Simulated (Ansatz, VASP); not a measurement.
## HfC: VASP beside Ansatz

```
Hf C
1.0
     0.00000    2.32500    2.32500
     2.32500    0.00000    2.32500
     2.32500    2.32500    0.00000
Hf C
1 1
Direct
  0.50000 0.50000 0.50000
  0.00000 0.00000 0.00000
```

Alike in both runs: task relaxation of cell and atoms; functional PBEsol; k mesh 10 × 10 × 10; occupations fermi-dirac, width 0.05 eV; no spin polarisation.

|  | VASP | Ansatz |
| --- | --- | --- |
| version | VASP 6.6.1 | Ansatz 0.2.0 |
| potentials or method | VASP PAW PBE potentials, release 64 (Hf_pv, C), cutoff 600 eV | all-electron LAPW, scalar-relativistic |

Ansatz gave:

- relaxed volume (Å³/atom): 12.23
- relaxed cell length with the largest relative difference (Å): 3.258

Question: Estimate VASP's values.

Answer: Relaxed volume (Å³/atom): 12.21; relaxed cell length with the largest relative difference (Å): 3.256.

VASP's potentials were made for PBE, not for PBEsol. Ansatz ran all-electron here, and VASP with PAW potentials.

Spin-orbit coupling is off throughout.
